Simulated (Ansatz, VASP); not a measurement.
## Zn in VASP and in Ansatz

```xyz
3
Lattice="3.7871 0.0000 0.0000 0.0000 3.7871 0.0000 0.0000 0.0000 3.7871" Properties=species:S:1:pos:R:3 pbc="T T T"
Zn    0.0000    1.8935    1.8935
Zn    1.8935    0.0000    1.8935
Zn    1.8935    1.8935    0.0000
```

Alike in both runs: functional PBE; k mesh 6 × 6 × 6; occupations gaussian, width 0.1 eV; no spin polarisation.

Ansatz relaxed the structure, and its values are those at the end. VASP's run is a single point on that final structure, the one shown.

```csv
,VASP,Ansatz
version,VASP 6.6.1,Ansatz 0.2.0
potentials or method,"VASP PAW PBE potentials, release 64 (Zn), cutoff 520 eV","scalar-relativistic, plane waves, PAW"
valence electrons in the cell,36,36
```

|  | VASP | Ansatz | Ansatz less VASP |
| --- | --- | --- | --- |
| gap on the k mesh at the Fermi level (eV) | none | none | - |
| pressure (GPa) | 0.4 | 0.1 | -0.36 |

A gap of «none» marks a metal or a gap that the smearing closes. The functional is the same, so the differences come from potentials, cutoffs and numerics.
